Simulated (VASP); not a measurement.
Here is a VASP 6.6.1 calculation.

INCAR

```
SYSTEM = Pt
PREC = Accurate ; ENCUT = 520
EDIFF = 1E-7 ; ISMEAR = 0
SIGMA = 0.1 ; LREAL = .FALSE.
LASPH = .TRUE. ; NELM = 80
ALGO = Normal ; ISIF = 2
LWAVE = .FALSE. ; LCHARG = .FALSE.
LDIPOL = .TRUE. ; IDIPOL = 3
DIPOL = 0.5 0.5 0.501 ; GGA = PE
NBANDS = 22
```

KPOINTS

```
regular mesh
0
G
  12 12 1
  0 0 0
```

File POSCAR:

```
Pt
1.0
    2.8072917802      0.0000000000      0.0000000000
   -1.4036458901      2.4311859975      0.0000000000
    0.0000000000      0.0000000000     18.5842882805
Pt
3
Direct
    0.6666666667      0.3333333333      0.3766622587
    0.3333333333      0.6666666667      0.5009585371
    0.0000000000      0.0000000000      0.6252452190
```

Potentials or basis: VASP PAW PBE potentials, release 64 (Pt).

Launch:

```bash
$ cat potpaw_PBE.64/Pt/POTCAR > POTCAR
$ mpirun -np 1 vasp_std > vasp.out
```

Task: Estimate the band gap on the k mesh.

Result: Zero (band 15 reaches 0.78 eV, above the bottom of band 16 at -0.49 eV).

Task: Estimate the largest force.

Result: 0.017 eV/Å.

Forces in eV/Å, atoms in the order of the input:
```
Pt   0.000  0.000  0.017
Pt   0.000  0.000  0.000
Pt   0.000  0.000 -0.017
```

Caveat: spin-orbit coupling is left out, which moves the levels of the heavy elements.
